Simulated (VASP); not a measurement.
# Ga (Fd-3m) in VASP: notebook

Runs on Ga. Level: PBEsol. Tasks: single point.

All numbers are computed with VASP 6.6.1; they aren't measurements. Logs are shortened: lines on timing, memory, paths and dates and some standing lists are left out, and cuts for length are marked.

**1. The cell of the first run**

It takes space group Fd-3m (No. 227, cubic). The conventional cell has a = 5.737 Å, b = 5.737 Å, c = 5.737 Å, α = 90.00°, β = 90.00°, γ = 90.00°. Ga (site symmetry -43m) has 4 Ga at 2.48 Å within 3.3 Å.

This isn't the form of Ga at room conditions, which is orthorhombic.

**2. Single point, PBEsol**

INCAR

```
ALGO = Normal
EDIFF = 1E-6
ENCUT = 500
GGA = PS
GGA_COMPAT = False
ISIF = 2
ISMEAR = 0
LASPH = True
LCHARG = False
LREAL = False
LWAVE = False
NBANDS = 20
NELM = 120
PREC = Accurate
SIGMA = 0.1
```

KPOINTS

```
k-points
0
Gamma
  6 6 6
```

POSCAR

```
Ga
1.0
    0.0000000000      2.8686936988      2.8686936988
    2.8686936988      0.0000000000      2.8686936988
    2.8686936988      2.8686936988      0.0000000000
Ga
2
Direct
    0.5000000000      0.5000000000      0.5000000000
    0.7500000000      0.7500000000      0.7500000000
```

Potentials or basis: VASP PAW PBE potentials, release 64 (Ga_d).

Run with:

```console
cat potpaw_PBE.64/Ga_d/POTCAR > POTCAR
mpirun -np 1 vasp_std > vasp.out
```

OUTCAR:

```text
EDIFF = 1E-6
   ENCUT = 500
   GGA = PS
   ISIF = 2
   ISMEAR = 0
   LASPH = True
   LREAL = False
   NELM = 120
   PREC = Accurate

 ion  position               nearest neighbor table
   1  0.500  0.500  0.500-   2 2.48   2 2.48   2 2.48   2 2.48
   2  0.750  0.750  0.750-   1 2.48   1 2.48   1 2.48   1 2.48

  LATTYP: Found a face centered cubic cell.
 ALAT       =     5.7373873976

  Lattice vectors:

 A1 = (   0.0000000000,   2.8686936988,   2.8686936988)
 A2 = (   2.8686936988,   0.0000000000,   2.8686936988)
 A3 = (   2.8686936988,   2.8686936988,   0.0000000000)

Analysis of symmetry for initial positions (statically):
=====================================================================
 Subroutine PRICEL returns:
 Original cell was already a primitive cell.

 Routine SETGRP: Setting up the symmetry group for a
 face centered cubic supercell.

 Subroutine GETGRP returns: Found 48 space group operations
 (whereof 24 operations were pure point group operations)
 out of a pool of 48 trial point group operations.

The static configuration has the point symmetry T_d .
 The point group associated with its full space group is O_h .

Analysis of symmetry for dynamics (positions and initial velocities):
=====================================================================
 Subroutine PRICEL returns:
 Original cell was already a primitive cell.

 Routine SETGRP: Setting up the symmetry group for a
 face centered cubic supercell.

 Subroutine GETGRP returns: Found 48 space group operations
 (whereof 24 operations were pure point group operations)
 out of a pool of 48 trial point group operations.

The dynamic configuration has the point symmetry T_d .
 The point group associated with its full space group is O_h .

 Subroutine INISYM returns: Found 48 space group operations
 (whereof 24 operations are pure point group operations),
 and found     1 'primitive' translations

----------------------------------------------------------------------------------------

                                     Primitive cell

  volume of cell :      47.2153

  direct lattice vectors                    reciprocal lattice vectors
     0.000000000  2.868693699  2.868693699    -0.174295360  0.174295360  0.174295360
     2.868693699  0.000000000  2.868693699     0.174295360 -0.174295360  0.174295360
     2.868693699  2.868693699  0.000000000     0.174295360  0.174295360 -0.174295360

  length of vectors
     4.056945535  4.056945535  4.056945535     0.301888418  0.301888418  0.301888418

  position of ions in fractional coordinates (direct lattice)
     0.500000000  0.500000000  0.500000000
     0.750000000  0.750000000  0.750000000

  ion indices of the primitive-cell ions
   primitive index   ion index
                 1           1
                 2           2

----------------------------------------------------------------------------------------

 KPOINTS: k-points

Automatic generation of k-mesh.
 Grid dimensions read from file:
 generate k-points for:    6    6    6

 Generating k-lattice:

  Cartesian coordinates                     Fractional coordinates (reciprocal lattice)
    -0.029049227  0.029049227  0.029049227     0.166666667  0.000000000  0.000000000
     0.029049227 -0.029049227  0.029049227     0.000000000  0.166666667  0.000000000
     0.029049227  0.029049227 -0.029049227     0.000000000  0.000000000  0.166666667

  Length of vectors
     0.050314736  0.050314736  0.050314736

  Shift w.r.t. Gamma in fractional coordinates (k-lattice)
     0.000000000  0.000000000  0.000000000

 Subroutine IBZKPT returns following result:
 ===========================================

 Found     16 irreducible k-points:

 Following reciprocal coordinates:
            Coordinates               Weight
  0.000000  0.000000  0.000000      1.000000
  0.166667  0.000000  0.000000      8.000000
  0.333333  0.000000  0.000000      8.000000
  0.500000  0.000000  0.000000      4.000000
  0.166667  0.166667  0.000000      6.000000
  0.333333  0.166667  0.000000     24.000000
[... 8 lines left out ...]
 -0.333333  0.333333  0.166667     24.000000
 -0.333333  0.500000  0.166667     12.000000
   k-points           NKPTS =     16   k-points in BZ     NKDIM =     16   number of bands    NBANDS=     20
   number of dos      NEDOS =    301   number of ions     NIONS =      2
   total plane-waves  NPLWV =  27000
   dimension x,y,z NGX =    30 NGY =   30 NGZ =   30
   dimension x,y,z NGXF=    60 NGYF=   60 NGZF=   60
   ions per type =               2
   NGX,Y,Z   is equivalent  to a cutoff of  12.29, 12.29, 12.29 a.u.
   NGXF,Y,Z  is equivalent  to a cutoff of  24.59, 24.59, 24.59 a.u.
 SYSTEM =  unknown system
   PREC   = accura    normal or accurate (medium, high low for compatibility)
   ISTART =      0    job   : 0-new  1-cont  2-samecut
   ICHARG =      2    charge: 1-file 2-atom 10-const
   ISPIN  =      1    spin polarized calculation?
   LNONCOLLINEAR =      F non collinear calculations
   LSORBIT =      F    spin-orbit coupling
   LASPH  =      T    aspherical Exc in radial PAW
   ENCUT  =  500.0 eV  36.75 Ry    6.06 a.u.   7.40  7.40  7.40*2*pi/ulx,y,z
   NELM   =    120;   NELMIN=  2; NELMDL= -5     # of ELM steps
   EDIFF  = 0.1E-05   stopping-criterion for ELM
   LREAL  =      F    real-space projection
   EDIFFG = 0.1E-04   stopping-criterion for IOM
   NSW    =      0    number of steps for IOM
   IBRION =     -1    ionic relax: 0-MD 1-quasi-New 2-CG
   NFREE  =      0    steps in history (QN), initial steepest desc. (CG)
   ISIF   =      2    stress and relaxation
   ISYM   =      2    0-nonsym 1-usesym 2-fastsym
   POTIM  = 0.5000    time-step for ionic-motion
   TEBEG  =    0.0;   TEEND  =   0.0 temperature during run
   PSTRESS=    0.0 pullay stress
   NELECT =      26.0000    total number of electrons
   NUPDOWN=      -1.0000    fix difference up-down
   EMIN   =  10.00;   EMAX   =-10.00  energy-range for DOS
   EFERMI =   0.00;   METHOD = LEGACY
   ISMEAR =     0;   SIGMA  =   0.10  broadening in eV -4-tet -1-fermi 0-gaus
   EFERMI_NEDOS =   21; number of points for ismear=-14 and -15
   IALGO  =     38    algorithm
   IMIX   =      4    mixing-type and parameters
     AMIX     =   0.40;   BMIX     =  1.00
     AMIX_MAG =   1.60;   BMIX_MAG =  1.00
  volume/ion in A,a.u.               =      23.61       159.31
  Fermi-wavevector in a.u.,A,eV,Ry     =   1.341853  2.535735 24.498253  1.800571
  Thomas-Fermi vector in A             =   2.470054
   LORBIT       =      0    0 simple, 1 ext, 2 COOP (PROOUT), +10 PAW based schemes
   GGA     = PS    functional components
   LHFCALC =     F    Hartree Fock is set to
   AEXX    =    0.0000 exact exchange contribution
   IVDW    =     0    specifies the selected vdW correction
   LEPSILON=     F    determine dielectric tensor
   LRPA    =     F    only Hartree local field effects (RPA)
 non-spin polarized calculation
 Gauss-broadening in eV      SIGMA  =   0.10
  energy-cutoff  :      500.00
  volume of cell :       47.22
 maximum number of plane-waves:      1243
 NGX is ok and might be reduce to    30
   NGX = 15   NGY = 15   NGZ = 15

 number of electron      25.9999974 magnetization

 Free energy of the ion-electron system (eV)
  ---------------------------------------------------
  ext. energy  EPLUGINS =         0.00000000
  ---------------------------------------------------
  free energy    TOTEN  =        -6.00258152 eV

  energy without entropy =       -5.99281118  energy(sigma->0) =       -5.99769635

 E-fermi :   2.8886     XC(G=0):  -9.7980

 val. band max:        2.8811023912   @ k =   0.1667   0.0000   0.0000
 cond. band min:       3.0035017973   @ k =   0.5000   0.3333   0.1667
 fundamental gap:      0.1223994061
 Fermi energy:         2.8885868154

 k-point     1 :       0.0000    0.0000    0.0000
  band No.  band energies     occupation
      1     -11.8735      2.00000
      2     -11.8735      2.00000
      3     -11.8735      2.00000
      4     -11.8262      2.00000
      5     -11.8262      2.00000
      6     -11.4689      2.00000
[... 12 lines left out ...]
     19      10.7942      0.00000
     20      14.3576      0.00000

 k-point     2 :       0.1667    0.0000    0.0000
  band No.  band energies     occupation
      1     -11.8960      2.00000
      2     -11.8960      2.00000
      3     -11.8679      2.00000
      4     -11.7915      2.00000
      5     -11.7915      2.00000
      6     -11.4842      2.00000
[... 12 lines left out ...]
     19      12.2903      0.00000
     20      12.8778      0.00000

 k-point     3 :       0.3333    0.0000    0.0000
  band No.  band energies     occupation
      1     -11.9083      2.00000
      2     -11.9083      2.00000
      3     -11.8568      2.00000
      4     -11.7613      2.00000
      5     -11.7613      2.00000
      6     -11.5064      2.00000
[... 12 lines left out ...]
     19      12.9324      0.00000
     20      13.6831      0.00000

 k-point     4 :       0.5000    0.0000    0.0000
  band No.  band energies     occupation
      1     -11.9081      2.00000
      2     -11.9081      2.00000
      3     -11.8512      2.00000
      4     -11.7568      2.00000
      5     -11.7568      2.00000
      6     -11.5195      2.00000
[... 12 lines left out ...]
     19      15.5340      0.00000
     20      16.0286      0.00000

 k-point     5 :       0.1667    0.1667    0.0000
  band No.  band energies     occupation
      1     -11.9030      2.00000
      2     -11.8858      2.00000
      3     -11.8858      2.00000
      4     -11.7957      2.00000
      5     -11.7538      2.00000
      6     -11.5557      2.00000
[... 12 lines left out ...]
     19      11.6206      0.00000
     20      12.9713      0.00000

 k-point     6 :       0.3333    0.1667    0.0000
  band No.  band energies     occupation
      1     -11.9262      2.00000
      2     -11.9001      2.00000
      3     -11.8661      2.00000
      4     -11.7587      2.00000
      5     -11.7096      2.00000
      6     -11.6011      2.00000
[... 12 lines left out ...]
     19      13.8379      0.00000
     20      14.2526      0.00000

 k-point     7 :       0.5000    0.1667    0.0000
  band No.  band energies     occupation
      1     -11.9404      2.00000
      2     -11.9133      2.00000
      3     -11.8293      2.00000
      4     -11.7272      2.00000
      5     -11.7142      2.00000
      6     -11.5881      2.00000
[... 12 lines left out ...]
     19      13.6641      0.00000
     20      15.9058      0.00000

 k-point     8 :      -0.3333    0.1667    0.0000
  band No.  band energies     occupation
      1     -11.9323      2.00000
      2     -11.9250      2.00000
      3     -11.8172      2.00000
      4     -11.7527      2.00000
      5     -11.7097      2.00000
      6     -11.5496      2.00000
[... 12 lines left out ...]
     19      13.0516      0.00000
     20      13.8038      0.00000

 k-point     9 :      -0.1667    0.1667    0.0000
  band No.  band energies     occupation
      1     -11.9214      2.00000
      2     -11.9045      2.00000
      3     -11.8517      2.00000
      4     -11.7783      2.00000
      5     -11.7401      2.00000
      6     -11.5313      2.00000
[... 12 lines left out ...]
     19      11.8293      0.00000
     20      14.0036      0.00000

 k-point    10 :       0.3333    0.3333    0.0000
  band No.  band energies     occupation
      1     -11.9077      2.00000
      2     -11.9077      2.00000
      3     -11.8930      2.00000
      4     -11.7138      2.00000
      5     -11.6951      2.00000
      6     -11.6376      2.00000
[... 12 lines left out ...]
     19      14.2472      0.00000
     20      16.1427      0.00000

 k-point    11 :       0.5000    0.3333    0.0000
  band No.  band energies     occupation
      1     -11.9433      2.00000
      2     -11.9175      2.00000
      3     -11.8334      2.00000
      4     -11.7237      2.00000
      5     -11.6659      2.00000
      6     -11.6035      2.00000
[... 12 lines left out ...]
     19      15.7754      0.00000
     20      16.5153      0.00000

 k-point    12 :      -0.3333    0.3333    0.0000
  band No.  band energies     occupation
      1     -11.9583      2.00000
      2     -11.9267      2.00000
      3     -11.8032      2.00000
      4     -11.6700      2.00000
      5     -11.6471      2.00000
      6     -11.6463      2.00000
[... 12 lines left out ...]
     19      12.3654      0.00000
     20      13.5821      0.00000

 k-point    13 :       0.5000    0.5000    0.0000
  band No.  band energies     occupation
      1     -11.9177      2.00000
      2     -11.9177      2.00000
      3     -11.8197      2.00000
      4     -11.8197      2.00000
      5     -11.6056      2.00000
      6     -11.6056      2.00000
[... 12 lines left out ...]
     19      17.1545      0.00000
     20      17.1552      0.00000

 k-point    14 :       0.5000    0.3333    0.1667
  band No.  band energies     occupation
      1     -11.9349      2.00000
      2     -11.9340      2.00000
      3     -11.8203      2.00000
      4     -11.7230      2.00000
      5     -11.6577      2.00000
      6     -11.6493      2.00000
[... 12 lines left out ...]
     19      14.3603      0.00000
     20      14.9771      0.00000

 k-point    15 :      -0.3333    0.3333    0.1667
  band No.  band energies     occupation
      1     -11.9536      2.00000
      2     -11.9360      2.00000
      3     -11.7861      2.00000
      4     -11.6949      2.00000
      5     -11.6474      2.00000
      6     -11.6467      2.00000
[... 12 lines left out ...]
     19      13.2574      0.00000
     20      16.6233      0.00000

 k-point    16 :      -0.3333    0.5000    0.1667
  band No.  band energies     occupation
      1     -11.9447      2.00000
      2     -11.9447      2.00000
      3     -11.7571      2.00000
      4     -11.7571      2.00000
      5     -11.6187      2.00000
      6     -11.6187      2.00000
[... 12 lines left out ...]
     19      16.5301      0.00000
     20      16.5301      0.00000

------------------------ aborting loop because EDIFF is reached ----------------------------------------

  FORCE on cell =-STRESS in cart. coord.  units (eV):
  Direction    XX          YY          ZZ          XY          YZ          ZX
  --------------------------------------------------------------------------------------
  -------------------------------------------------------------------------------------
  Total        0.1067827      0.1067827      0.1067827      0.0000000      0.0000000     -0.0000000
  in kB        3.6235067      3.6235067      3.6235067      0.0000000      0.0000000     -0.0000000
  external PRESSURE =       3.6235067 kB  Pullay stress =       0.0000000 kB

 VOLUME and BASIS-vectors are now :
 -----------------------------------------------------------------------------
  energy-cutoff  :      500.00
  volume of cell :       47.22
      direct lattice vectors                 reciprocal lattice vectors
     0.000000000  2.868693699  2.868693699    -0.174295360  0.174295360  0.174295360
     2.868693699  0.000000000  2.868693699     0.174295360 -0.174295360  0.174295360
     2.868693699  2.868693699  0.000000000     0.174295360  0.174295360 -0.174295360

 POSITION                                       TOTAL-FORCE (eV/Angst)
 -----------------------------------------------------------------------------------
      2.86869      2.86869      2.86869        -0.000000     -0.000000     -0.000000
      4.30304      4.30304      4.30304         0.000000      0.000000      0.000000
 -----------------------------------------------------------------------------------
    total drift:                                0.000000     -0.000000     -0.000000

  FREE ENERGIE OF THE ION-ELECTRON SYSTEM (eV)
  ---------------------------------------------------
  free  energy   TOTEN  =        -6.0025815181 eV

  energy  without entropy=       -5.9928111771  energy(sigma->0) =       -5.99769635
```

Run time: 9.4 s. Hardware: 1 thread of Intel Xeon Platinum 8559C (Emerald Rapids), shared host; peak memory 0.15 GiB.

Results:

```yaml
Free_energy: -6.0026 eV
Pressure: 0.4 GPa
Band_gap_on_the_k_mesh: zero (bands 13 and 14 overlap by 4.32 eV)
```

Caveat: the PAW data sets were made with another functional, which shifts forces and pressure a little.

**3. Single point, PBEsol**

This run uses another cell than the first one, of 23.87 Å³/atom.

INCAR

```
PREC = Accurate
ENCUT = 500
EDIFF = 1E-6
ISMEAR = 0
SIGMA = 0.1
LREAL = False
LASPH = True
NELM = 120
ALGO = Normal
ISIF = 2
LWAVE = False
LCHARG = True
GGA = PS
LELF = True
LVHAR = True
NBANDS = 20
GGA_COMPAT = False
```

KPOINTS

```
Automatic mesh
0
Gamma
  12 12 12
```

POSCAR

```
Ga
1.0
    0.0000000000      2.8791056456      2.8791056456
    2.8791056456      0.0000000000      2.8791056456
    2.8791056456      2.8791056456      0.0000000000
Ga
2
Direct
    0.5000000000      0.5000000000      0.5000000000
    0.7500000000      0.7500000000      0.7500000000
```

Potentials or basis: VASP PAW PBE potentials, release 64 (Ga_d).

Run with:

```console
cat potpaw_PBE.64/Ga_d/POTCAR > POTCAR
mpirun -np 1 vasp_std > vasp.out
```

OUTCAR:

```text
PREC = Accurate
   ENCUT = 500
   EDIFF = 1E-6
   ISMEAR = 0
   LREAL = False
   LASPH = True
   NELM = 120
   ISIF = 2
   GGA = PS

 ion  position               nearest neighbor table
   1  0.500  0.500  0.500-   2 2.49   2 2.49   2 2.49   2 2.49
   2  0.750  0.750  0.750-   1 2.49   1 2.49   1 2.49   1 2.49

  LATTYP: Found a face centered cubic cell.
 ALAT       =     5.7582112912

  Lattice vectors:

 A1 = (   0.0000000000,   2.8791056456,   2.8791056456)
[... 740 lines left out ...]

------------------------ aborting loop because EDIFF is reached ----------------------------------------

  FORCE on cell =-STRESS in cart. coord.  units (eV):
  Direction    XX          YY          ZZ          XY          YZ          ZX
  --------------------------------------------------------------------------------------
  -------------------------------------------------------------------------------------
  Total        0.0184139      0.0184139      0.0184139     -0.0000000     -0.0000000     -0.0000000
  in kB        0.6180927      0.6180927      0.6180927     -0.0000000     -0.0000000     -0.0000000
  external PRESSURE =       0.6180927 kB  Pullay stress =       0.0000000 kB

 VOLUME and BASIS-vectors are now :
 -----------------------------------------------------------------------------
  energy-cutoff  :      500.00
  volume of cell :       47.73
      direct lattice vectors                 reciprocal lattice vectors
     0.000000000  2.879105646  2.879105646    -0.173665041  0.173665041  0.173665041
     2.879105646  0.000000000  2.879105646     0.173665041 -0.173665041  0.173665041
     2.879105646  2.879105646  0.000000000     0.173665041  0.173665041 -0.173665041

 POSITION                                       TOTAL-FORCE (eV/Angst)
 -----------------------------------------------------------------------------------
      2.87911      2.87911      2.87911         0.000000      0.000000      0.000000
      4.31866      4.31866      4.31866        -0.000000     -0.000000     -0.000000
 -----------------------------------------------------------------------------------
    total drift:                                0.000000     -0.000000      0.000000

  FREE ENERGIE OF THE ION-ELECTRON SYSTEM (eV)
  ---------------------------------------------------
  free  energy   TOTEN  =        -6.0335303876 eV

  energy  without entropy=       -6.0266088319  energy(sigma->0) =       -6.03006961
```

stdout:

```text
POSCAR found type information on POSCAR Ga
 POSCAR found :  1 types and       2 ions
 scaLAPACK will be used
 -----------------------------------------------------------------------------
|                                                                             |
|                                                                             |
|     You enforced a specific xc type in the INCAR file but a different       |
|     I HOPE YOU KNOW WHAT YOU ARE DOING!                                     |
|                                                                             |
 -----------------------------------------------------------------------------

 LDA part: xc-table for (Slater+PW92), standard interpolation
 POSCAR, INCAR and KPOINTS ok, starting setup
 FFT: planning ... GRIDC
 FFT: planning ... GRID_SOFT
 FFT: planning ... GRID
 WAVECAR not read
 entering main loop
```

It took 29 s on 1 thread of Intel Xeon Platinum 8559C (Emerald Rapids), shared host; peak memory 0.2 GiB.

What came out:

* Free energy: -6.0335 eV
* Pressure: 0.1 GPa
* Band gap on the k mesh: zero (bands 13 and 14 overlap by 4.49 eV)

Caveat: the PAW data sets were made with another functional, which shifts forces and pressure a little.
